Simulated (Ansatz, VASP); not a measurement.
One calculation of Cu, two programs

Contents of INCAR:

```
PREC = Accurate ; ENCUT = 520
EDIFF = 1E-8 ; ISMEAR = -1
SIGMA = 0.03 ; LREAL = False
LASPH = True ; NELM = 80
ALGO = Normal ; ISIF = 2
LWAVE = False ; LCHARG = False
GGA = PE ; LEFG = True
NBANDS = 12
```

File KPOINTS:

```
Automatic mesh
0
Gamma
  20 20 20
```

POSCAR

```
Cu
1.0
    0.0000000000      1.8387671158      1.8387671158
    1.8387671158      0.0000000000      1.8387671158
    1.8387671158      1.8387671158      0.0000000000
Cu
1
Direct
    0.0000000000      0.0000000000      0.0000000000
```

Input for Ansatz:

```yaml
crystal:
  lattice:
    - [0.0, 1.8387671158, 1.8387671158]
    - [1.8387671158, 0.0, 1.8387671158]
    - [1.8387671158, 1.8387671158, 0.0]
  atoms:
    - { symbol: Cu, position: [0.0, 0.0, 0.0] }
kpoints:
  mp_grid: { grid: [20, 20, 20] }
scf:
  occupations: { method: fermi_dirac, width: 0.03 }
hamiltonian:
  xc: pbe
  pseudopotentials: { kind: all_electron, datasets: crystal }
output:
  forces: true
  stress: true
  eigenvalues: true
  efg: { contact_densities: true }
```

Change from the starting cell: volume scaled by 1.04, crystal datasets.

Alike in both runs: task electric field gradients; functional PBE; k mesh 20 × 20 × 20; occupations fermi-dirac, width 0.03 eV; no spin polarisation.

```csv
,VASP,Ansatz
version,VASP 6.6.1,Ansatz 0.2.0
potentials or method,"VASP PAW PBE potentials, release 64 (Cu), cutoff 520 eV","all-electron PAW with datasets made for the crystal, scalar-relativistic"
```

Ansatz gave:

| Quantity | Value |
| --- | --- |
| pressure (GPa) | -5.0 |

Question: What did VASP give for the same quantities?

Answer: Pressure (GPa): -4.5.

Ansatz ran all-electron here, and VASP with PAW potentials.
